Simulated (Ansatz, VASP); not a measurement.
**Ta2N in VASP and in Ansatz**

```
Ta N
1.0
     5.30050    0.00000    0.00000
    -2.65025    4.59036    0.00000
     0.00000    0.00000    4.75242
Ta N
6 3
Direct
  0.61912 0.61912 0.75260
  0.00000 0.38088 0.75260
  0.38088 0.00000 0.75260
  0.38088 0.38088 0.24740
  0.00000 0.61912 0.24740
  0.61912 0.00000 0.24740
  0.66667 0.33333 0.50000
  0.33333 0.66667 0.50000
  0.00000 0.00000 0.00000
```

Alike in both runs: task single point; functional LDA; k mesh 9 × 9 × 8; occupations gaussian, width 0.15 eV; no spin polarisation.

|  | VASP | Ansatz |
| --- | --- | --- |
| version | VASP 6.6.1 | Ansatz 0.2.0 |
| potentials or method | VASP PAW LDA potentials, release 64 (Ta_pv, N), cutoff 520 eV | scalar-relativistic, plane waves, PAW |
| valence electrons in the cell | 81 | 93 |

|  | VASP | Ansatz | Ansatz less VASP |
| --- | --- | --- | --- |
| gap on the k mesh at the Fermi level (eV) | none | none | - |
| pressure (GPa) | 19.7 | 17.9 | -1.74 |
| traceless stress, the component that is largest in VASP (GPa) | 7.03 | 6.99 | -0.045 |
| rms of the force components (eV/Å) | 3.026 | 2.998 | -0.0284 |

Ansatz warns that its potentials were made for another functional, while VASP's fit it. LDA's correlation is that of Perdew and Zunger in VASP and of Perdew and Wang (1992) in Ansatz. Atom by atom the forces differ by 0.032 eV/Å (rms over components). A gap of «none» marks a metal or a gap that the smearing closes. VASP's potentials hold 81 valence electrons a cell and Ansatz's 93, so a difference there can come from the potentials and not from the codes.

Neither program's run includes spin-orbit coupling.
